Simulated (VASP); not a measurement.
# AlPt (Pm-3m) in VASP: a series of runs

AlPt is run at these levels: LDA; tasks: electric field gradients.

Program: VASP 6.6.1. These are calculated values, not measurements. Logs are shortened: lines on timing, memory, paths and dates and some standing lists are left out, and cuts for length are marked.

## (1) The cell of the first run

The structure is cubic, space group Pm-3m (No. 221). Conventional cell: a = 2.533 Å, b = 2.533 Å, c = 2.533 Å, α = 90.00°, β = 90.00°, γ = 90.00°. Al (site symmetry m-3m) has 8 Pt at 2.19 Å and 6 Al at 2.53 Å within 2.9 Å. Pt (site symmetry m-3m) has 8 Al at 2.19 Å and 6 Pt at 2.53 Å within 2.9 Å.

## (2) Electric field gradients, LDA (volume scaled by 0.55)

File INCAR:

```
PREC = Accurate ; ENCUT = 520
EDIFF = 1E-8 ; ISMEAR = -1
SIGMA = 0.05 ; LREAL = F
LASPH = T ; NELM = 100
ALGO = Normal ; ISIF = 2
LWAVE = F ; LCHARG = F
LEFG = T ; NBANDS = 14
```

File KPOINTS:

```
regular mesh
0
Gamma
  12 12 12
```

File POSCAR:

```
AlPt
1.0
    2.5329693968      0.0000000000      0.0000000000
    0.0000000000      2.5329693968      0.0000000000
    0.0000000000      0.0000000000      2.5329693968
Al Pt
1 1
Direct
    0.0000000000      0.0000000000      0.0000000000
    0.5000000000      0.5000000000      0.5000000000
```

Potentials or basis: VASP PAW LDA potentials, release 64 (Al, Pt).

Run with:

```sh
cat potpaw_LDA.64/Al/POTCAR potpaw_LDA.64/Pt/POTCAR > POTCAR
mpirun -np 1 vasp_std > vasp.out
```

OUTCAR:

```text
PREC = Accurate
   ENCUT = 520
   EDIFF = 1E-8
   ISMEAR = -1
   LREAL = F
   LASPH = T
   NELM = 100
   ISIF = 2

 ion  position               nearest neighbor table
   1  0.000  0.000  0.000-   2 2.19   2 2.19   2 2.19   2 2.19   2 2.19   2 2.19   2 2.19   2 2.19

   2  0.500  0.500  0.500-   1 2.19   1 2.19   1 2.19   1 2.19   1 2.19   1 2.19   1 2.19   1 2.19

  LATTYP: Found a simple cubic cell.
 ALAT       =     2.5329693968

  Lattice vectors:

 A1 = (   2.5329693968,   0.0000000000,   0.0000000000)
 A2 = (   0.0000000000,   2.5329693968,   0.0000000000)
 A3 = (   0.0000000000,   0.0000000000,   2.5329693968)

Analysis of symmetry for initial positions (statically):
=====================================================================
 Subroutine PRICEL returns:
 Original cell was already a primitive cell.

 Routine SETGRP: Setting up the symmetry group for a
 simple cubic supercell.

 Subroutine GETGRP returns: Found 48 space group operations
 (whereof 48 operations were pure point group operations)
 out of a pool of 48 trial point group operations.

The static configuration has the point symmetry O_h .

Analysis of symmetry for dynamics (positions and initial velocities):
=====================================================================
 Subroutine PRICEL returns:
 Original cell was already a primitive cell.

 Routine SETGRP: Setting up the symmetry group for a
 simple cubic supercell.

 Subroutine GETGRP returns: Found 48 space group operations
 (whereof 48 operations were pure point group operations)
 out of a pool of 48 trial point group operations.

The dynamic configuration has the point symmetry O_h .

 Subroutine INISYM returns: Found 48 space group operations
 (whereof 48 operations are pure point group operations),
 and found     1 'primitive' translations

----------------------------------------------------------------------------------------

                                     Primitive cell

  volume of cell :      16.2514

  direct lattice vectors                    reciprocal lattice vectors
     2.532969397  0.000000000  0.000000000     0.394793558  0.000000000  0.000000000
     0.000000000  2.532969397  0.000000000     0.000000000  0.394793558  0.000000000
     0.000000000  0.000000000  2.532969397     0.000000000  0.000000000  0.394793558

  length of vectors
     2.532969397  2.532969397  2.532969397     0.394793558  0.394793558  0.394793558

  position of ions in fractional coordinates (direct lattice)
     0.000000000  0.000000000  0.000000000
     0.500000000  0.500000000  0.500000000

  ion indices of the primitive-cell ions
   primitive index   ion index
                 1           1
                 2           2

----------------------------------------------------------------------------------------

 KPOINTS: regular mesh

Automatic generation of k-mesh.
 Grid dimensions read from file:
 generate k-points for:   12   12   12

 Generating k-lattice:

  Cartesian coordinates                     Fractional coordinates (reciprocal lattice)
     0.032899463  0.000000000  0.000000000     0.083333333  0.000000000  0.000000000
     0.000000000  0.032899463  0.000000000     0.000000000  0.083333333  0.000000000
     0.000000000  0.000000000  0.032899463     0.000000000  0.000000000  0.083333333

  Length of vectors
     0.032899463  0.032899463  0.032899463

  Shift w.r.t. Gamma in fractional coordinates (k-lattice)
     0.000000000  0.000000000  0.000000000

 Subroutine IBZKPT returns following result:
 ===========================================

 Found     84 irreducible k-points:

 Following reciprocal coordinates:
            Coordinates               Weight
  0.000000  0.000000  0.000000      1.000000
  0.083333  0.000000  0.000000      6.000000
  0.166667  0.000000  0.000000      6.000000
  0.250000  0.000000  0.000000      6.000000
  0.333333  0.000000  0.000000      6.000000
  0.416667  0.000000  0.000000      6.000000
[... 16 lines left out ...]
  0.333333  0.333333  0.000000     12.000000
  0.416667  0.333333  0.000000     24.000000
 [... further k-points ...]
   k-points           NKPTS =     84   k-points in BZ     NKDIM =     84   number of bands    NBANDS=     14
   number of dos      NEDOS =    301   number of ions     NIONS =      2
   total plane-waves  NPLWV =   8000
   dimension x,y,z NGX =    20 NGY =   20 NGZ =   20
   dimension x,y,z NGXF=    40 NGYF=   40 NGZF=   40
   ions per type =               1   1
   NGX,Y,Z   is equivalent  to a cutoff of  13.13, 13.13, 13.13 a.u.
   NGXF,Y,Z  is equivalent  to a cutoff of  26.25, 26.25, 26.25 a.u.
 SYSTEM =  unknown system
   PREC   = accura    normal or accurate (medium, high low for compatibility)
   ISTART =      0    job   : 0-new  1-cont  2-samecut
   ICHARG =      2    charge: 1-file 2-atom 10-const
   ISPIN  =      1    spin polarized calculation?
   LNONCOLLINEAR =      F non collinear calculations
   LSORBIT =      F    spin-orbit coupling
   LASPH  =      T    aspherical Exc in radial PAW
   ENCUT  =  520.0 eV  38.22 Ry    6.18 a.u.   4.71  4.71  4.71*2*pi/ulx,y,z
   NELM   =    100;   NELMIN=  2; NELMDL= -5     # of ELM steps
   EDIFF  = 0.1E-07   stopping-criterion for ELM
   LREAL  =      F    real-space projection
   EDIFFG = 0.1E-06   stopping-criterion for IOM
   NSW    =      0    number of steps for IOM
   IBRION =     -1    ionic relax: 0-MD 1-quasi-New 2-CG
   NFREE  =      0    steps in history (QN), initial steepest desc. (CG)
   ISIF   =      2    stress and relaxation
   ISYM   =      2    0-nonsym 1-usesym 2-fastsym
   POTIM  = 0.5000    time-step for ionic-motion
   TEBEG  =    0.0;   TEEND  =   0.0 temperature during run
   PSTRESS=    0.0 pullay stress
   NELECT =      13.0000    total number of electrons
   NUPDOWN=      -1.0000    fix difference up-down
   EMIN   =  10.00;   EMAX   =-10.00  energy-range for DOS
   EFERMI =   0.00;   METHOD = LEGACY
   ISMEAR =    -1;   SIGMA  =   0.05  broadening in eV -4-tet -1-fermi 0-gaus
   EFERMI_NEDOS =   21; number of points for ismear=-14 and -15
   IALGO  =     38    algorithm
   IMIX   =      4    mixing-type and parameters
     AMIX     =   0.40;   BMIX     =  1.00
     AMIX_MAG =   1.60;   BMIX_MAG =  1.00
  volume/ion in A,a.u.               =       8.13        54.83
  Fermi-wavevector in a.u.,A,eV,Ry     =   1.519705  2.871826 31.422707  2.309504
  Thomas-Fermi vector in A             =   2.628655
   LORBIT       =      0    0 simple, 1 ext, 2 COOP (PROOUT), +10 PAW based schemes
   GGA     = CA    functional components
   LHFCALC =     F    Hartree Fock is set to
   AEXX    =    0.0000 exact exchange contribution
   IVDW    =     0    specifies the selected vdW correction
   LEPSILON=     F    determine dielectric tensor
   LRPA    =     F    only Hartree local field effects (RPA)
 non-spin polarized calculation
  energy-cutoff  :      520.00
  volume of cell :       16.25
 maximum number of plane-waves:       461
 NGX is ok and might be reduce to    20
   NGX =  9   NGY =  9   NGZ =  9

 number of electron      13.0000000 magnetization

 Free energy of the ion-electron system (eV)
  ---------------------------------------------------
  ext. energy  EPLUGINS =         0.00000000
  ---------------------------------------------------
  free energy    TOTEN  =        -4.36627648 eV

  energy without entropy =       -4.35930977  energy(sigma->0) =       -4.36279313

 E-fermi :  23.8026     XC(G=0): -15.5031

 val. band max:       23.7967675349   @ k =   0.5000   0.4167   0.4167
 cond. band min:      23.8287728400   @ k =   0.4167   0.3333   0.1667
 fundamental gap:      0.0320053052
 Fermi energy:        23.8025981194

 k-point     1 :       0.0000    0.0000    0.0000
  band No.  band energies     occupation
      1       4.8007      2.00000
      2      10.7401      2.00000
      3      10.7401      2.00000
      4      18.3979      2.00000
      5      18.3979      2.00000
      6      18.3979      2.00000
      7      28.0789      0.00000
      8      28.0789      0.00000
      9      28.0789      0.00000
     10      33.9666      0.00000
     11      33.9666      0.00000
     12      41.8019      0.00000
     13      41.8019      0.00000
     14      41.8019      0.00000

 k-point     2 :       0.0833    0.0000    0.0000
  band No.  band energies     occupation
      1       5.0200      2.00000
      2      10.8206      2.00000
      3      10.9174      2.00000
      4      18.0786      2.00000
      5      18.0786      2.00000
      6      18.4362      2.00000
      7      27.2888      0.00000
      8      28.4767      0.00000
      9      28.4767      0.00000
     10      32.9805      0.00000
     11      34.6050      0.00000
     12      41.9246      0.00000
     13      41.9246      0.00000
     14      42.9930      0.00000

 k-point     3 :       0.1667    0.0000    0.0000
  band No.  band energies     occupation
      1       5.6373      2.00000
      2      11.0494      2.00000
      3      11.4120      2.00000
      4      17.3140      2.00000
      5      17.3140      2.00000
      6      18.5425      2.00000
      7      25.6952      0.00000
      8      29.4479      0.00000
      9      29.4479      0.00000
     10      31.0163      0.00000
     11      35.7721      0.00000
     12      42.1244      0.00000
     13      42.1244      0.00000
     14      45.2963      0.00000
[... 324 lines left out ...]
 k-point    23 :       0.3333    0.3333    0.0000
  band No.  band energies     occupation
      1       9.4093      2.00000
      2      11.1038      2.00000
      3      15.0265      2.00000
      4      15.4214      2.00000
      5      15.9625      2.00000
      6      16.0679      2.00000
      7      23.4109      1.99921
      8      27.0417      0.00000
      9      30.9601      0.00000
     10      36.0700      0.00000
     11      38.1567      0.00000
     12      38.7285      0.00000
     13      39.0785      0.00000
     14      43.0532      0.00000

 k-point    24 :       0.4167    0.3333    0.0000
  band No.  band energies     occupation
      1       9.4769      2.00000
      2      11.1110      2.00000
      3      15.3237      2.00000
      4      15.5011      2.00000
      5      16.0986      2.00000
      6      16.5331      2.00000
      7      22.7245      2.00000
      8      27.0838      0.00000
      9      31.1759      0.00000
     10      35.5702      0.00000
     11      36.4353      0.00000
     12      39.3634      0.00000
     13      40.1835      0.00000
     14      42.6085      0.00000

 [... further k-points ...]

------------------------ aborting loop because EDIFF is reached ----------------------------------------

  FORCE on cell =-STRESS in cart. coord.  units (eV):
  Direction    XX          YY          ZZ          XY          YZ          ZX
  --------------------------------------------------------------------------------------
  -------------------------------------------------------------------------------------
  Total       41.7870606     41.7870606     41.7870606     -0.0000000      0.0000000     -0.0000000
  in kB     4119.6714035   4119.6714035   4119.6714035     -0.0000000      0.0000000     -0.0000000
  external PRESSURE =    4119.6714035 kB  Pullay stress =       0.0000000 kB

 VOLUME and BASIS-vectors are now :
 -----------------------------------------------------------------------------
  energy-cutoff  :      520.00
  volume of cell :       16.25
      direct lattice vectors                 reciprocal lattice vectors
     2.532969397  0.000000000  0.000000000     0.394793558  0.000000000  0.000000000
     0.000000000  2.532969397  0.000000000     0.000000000  0.394793558  0.000000000
     0.000000000  0.000000000  2.532969397     0.000000000  0.000000000  0.394793558

 POSITION                                       TOTAL-FORCE (eV/Angst)
 -----------------------------------------------------------------------------------
      0.00000      0.00000      0.00000         0.000000      0.000000      0.000000
      1.26648      1.26648      1.26648         0.000000      0.000000      0.000000
 -----------------------------------------------------------------------------------
    total drift:                               -0.000000      0.000000     -0.000000

  FREE ENERGIE OF THE ION-ELECTRON SYSTEM (eV)
  ---------------------------------------------------
  free  energy   TOTEN  =        -4.3662764838 eV

  energy  without entropy=       -4.3593097699  energy(sigma->0) =       -4.36279313

 Electric field gradients (V/A^2)
---------------------------------------------------------------------
 ion       V_xx      V_yy      V_zz      V_xy      V_xz      V_yz
---------------------------------------------------------------------
   1      -0.000    -0.000     0.000     0.000    -0.000     0.000
   2      -0.000    -0.000     0.000    -0.000    -0.000     0.000
---------------------------------------------------------------------

 Electric field gradients after diagonalization (V/A^2)
 (convention: |V_zz| > |V_xx| > |V_yy|)
----------------------------------------------------------------------
 ion       V_xx      V_yy      V_zz     asymmetry (V_yy - V_xx)/ V_zz
----------------------------------------------------------------------
   1      -0.000    -0.000     0.000       0.322
   2      -0.000    -0.000     0.000       0.183
----------------------------------------------------------------------

           NMR quadrupolar parameters

 Cq : quadrupolar parameter    Cq=e*Q*V_zz/h
 eta: asymmetry parameters     (V_yy - V_xx)/ V_zz
 Q  : nuclear electric quadrupole moment in mb (millibarn)
----------------------------------------------------------------------
 ion       Cq(MHz)       eta       Q (mb)
----------------------------------------------------------------------
   1       0.000       0.322       1.000
   2       0.000       0.183       1.000
----------------------------------------------------------------------
```

It used 15 s of CPU time on 1 thread of AMD EPYC 7R13 Processor (Zen 3) (shared host).

Results:

```yaml
Free_energy: -4.3663 eV
Pressure: 412.0 GPa
```

Levels at points of the mesh, in eV from the Fermi level:
| k point | band 4 | band 5 | band 6 | band 7 | band 8 | band 9 | band 10 | band 11 |
| --- | --- | --- | --- | --- | --- | --- | --- | --- |
| (0.00, 0.00, 0.00) | -5.40 | -5.40 | -5.40 | 4.28 | 4.28 | 4.28 | 10.16 | 10.16 |
| (0.50, 0.00, 0.00) | -8.76 | -8.76 | -4.80 | -0.90 | 2.13 | 8.73 | 8.73 | 12.52 |
| (0.50, 0.50, 0.00) | -8.38 | -6.25 | -6.25 | -2.24 | 2.72 | 8.83 | 10.63 | 12.57 |
| (0.50, 0.50, 0.50) | -1.99 | -1.99 | 0.52 | 0.52 | 0.52 | 1.81 | 10.71 | 10.71 |

Caveat: the cell differs from its parent crystal (volume scaled by 0.55); without QUAD_EFG the Cq values of the log hold for a quadrupole moment of 1 mb, not for the nuclei; spin-orbit coupling is left out, which moves the levels of the heavy elements.

## (3) Electric field gradients, LDA

This run uses another cell than the first one, of 14.77 Å³/atom, 1.818 times its volume.

File INCAR:

```
SYSTEM = AlPt
  ALGO = Normal
  EDIFF = 1E-8
  ENCUT = 520
  GGA = CA
  ISIF = 2
  ISMEAR = -1
  LASPH = .True.
  LCHARG = .False.
  LEFG = .True.
  LREAL = .False.
  LWAVE = .False.
  NBANDS = 14
  NELM = 60
  PREC = Accurate
  SIGMA = 0.05
```

File KPOINTS:

```
k-points
0
Gamma
  12 12 12
  0 0 0
```

File POSCAR:

```
AlPt
1.0
    3.0915460000      0.0000000000      0.0000000000
    0.0000000000      3.0915460000      0.0000000000
    0.0000000000      0.0000000000      3.0915460000
Al Pt
1 1
Direct
    0.0000000000      0.0000000000      0.0000000000
    0.5000000000      0.5000000000      0.5000000000
```

Potentials or basis: VASP PAW LDA potentials, release 64 (Al, Pt).

Run with:

```sh
cat potpaw_LDA.64/Al/POTCAR potpaw_LDA.64/Pt/POTCAR > POTCAR
mpirun -np 1 vasp_std > vasp.out
```

OUTCAR:

```text
SYSTEM = AlPt
   EDIFF = 1E-8
   ENCUT = 520
   GGA = CA
   ISIF = 2
   ISMEAR = -1
   LASPH = .True.
   LREAL = .False.
   NELM = 60
   PREC = Accurate

 ion  position               nearest neighbor table
   1  0.000  0.000  0.000-   2 2.68   2 2.68   2 2.68   2 2.68   2 2.68   2 2.68   2 2.68   2 2.68

   2  0.500  0.500  0.500-   1 2.68   1 2.68   1 2.68   1 2.68   1 2.68   1 2.68   1 2.68   1 2.68

  LATTYP: Found a simple cubic cell.
 ALAT       =     3.0915460000

  Lattice vectors:

 A1 = (   3.0915460000,   0.0000000000,   0.0000000000)
 A2 = (   0.0000000000,   3.0915460000,   0.0000000000)
 A3 = (   0.0000000000,   0.0000000000,   3.0915460000)

Analysis of symmetry for initial positions (statically):
=====================================================================
 Subroutine PRICEL returns:
 Original cell was already a primitive cell.

 Routine SETGRP: Setting up the symmetry group for a
 simple cubic supercell.

 Subroutine GETGRP returns: Found 48 space group operations
[... 597 lines left out ...]
     3.091546000  0.000000000  0.000000000     0.323462759  0.000000000  0.000000000
     0.000000000  3.091546000  0.000000000     0.000000000  0.323462759  0.000000000
     0.000000000  0.000000000  3.091546000     0.000000000  0.000000000  0.323462759

 POSITION                                       TOTAL-FORCE (eV/Angst)
 -----------------------------------------------------------------------------------
      0.00000      0.00000      0.00000         0.000000      0.000000      0.000000
      1.54577      1.54577      1.54577         0.000000      0.000000      0.000000
 -----------------------------------------------------------------------------------
    total drift:                                0.000000     -0.000000     -0.000000

  FREE ENERGIE OF THE ION-ELECTRON SYSTEM (eV)
  ---------------------------------------------------
  free  energy   TOTEN  =       -13.5638514632 eV

  energy  without entropy=      -13.5587014871  energy(sigma->0) =      -13.56127648

 Electric field gradients (V/A^2)
---------------------------------------------------------------------
 ion       V_xx      V_yy      V_zz      V_xy      V_xz      V_yz
---------------------------------------------------------------------
   1       0.000    -0.000    -0.000     0.000    -0.000     0.000
   2       0.000     0.000    -0.000    -0.000     0.000    -0.000
---------------------------------------------------------------------

 Electric field gradients after diagonalization (V/A^2)
 (convention: |V_zz| > |V_xx| > |V_yy|)
----------------------------------------------------------------------
 ion       V_xx      V_yy      V_zz     asymmetry (V_yy - V_xx)/ V_zz
----------------------------------------------------------------------
   1      -0.000     0.000    -0.000      -0.222
   2       0.000    -0.000     0.000      -0.847
----------------------------------------------------------------------

           NMR quadrupolar parameters

 Cq : quadrupolar parameter    Cq=e*Q*V_zz/h
 eta: asymmetry parameters     (V_yy - V_xx)/ V_zz
 Q  : nuclear electric quadrupole moment in mb (millibarn)
----------------------------------------------------------------------
 ion       Cq(MHz)       eta       Q (mb)
----------------------------------------------------------------------
   1      -0.000      -0.222       1.000
   2       0.000      -0.847       1.000
----------------------------------------------------------------------
```

stdout:

```text
POSCAR found type information on POSCAR AlPt
 POSCAR found :  2 types and       2 ions
 scaLAPACK will be used
 LDA part: xc-table for (Slater(with rela. corr.)+CA(PZ))
 , standard interpolation
 POSCAR, INCAR and KPOINTS ok, starting setup
 FFT: planning ... GRIDC
 FFT: planning ... GRID_SOFT
 FFT: planning ... GRID
 WAVECAR not read
 entering main loop
ion   1

ion   2
```

It used 27 s of CPU time on 1 thread of AMD EPYC 7R13 Processor (Zen 3) (shared host).

What came out:

```yaml
Free_energy: -13.5639 eV
Pressure: -9.3 GPa
```

Levels at points of the mesh, in eV from the Fermi level:
```tsv
k point	band 2	band 3	band 4	band 5	band 6	band 7	band 8	band 9	band 10	band 11
(0.00, 0.00, 0.00)	-5.58	-5.58	-2.63	-2.63	-2.63	3.82	3.82	3.82	9.11	9.11
(0.50, 0.00, 0.00)	-7.00	-5.00	-4.05	-4.05	-2.44	-0.91	6.21	8.57	8.57	10.05
(0.50, 0.50, 0.00)	-5.53	-3.70	-3.70	-3.06	-3.06	-1.40	0.96	3.32	8.30	12.15
(0.50, 0.50, 0.50)	-6.40	-6.40	-1.33	-1.33	0.50	1.83	1.83	1.83	4.76	6.00
```

Caveat: without QUAD_EFG the Cq values of the log hold for a quadrupole moment of 1 mb, not for the nuclei; spin-orbit coupling is left out, which moves the levels of the heavy elements.

[end of part 1 of 2]
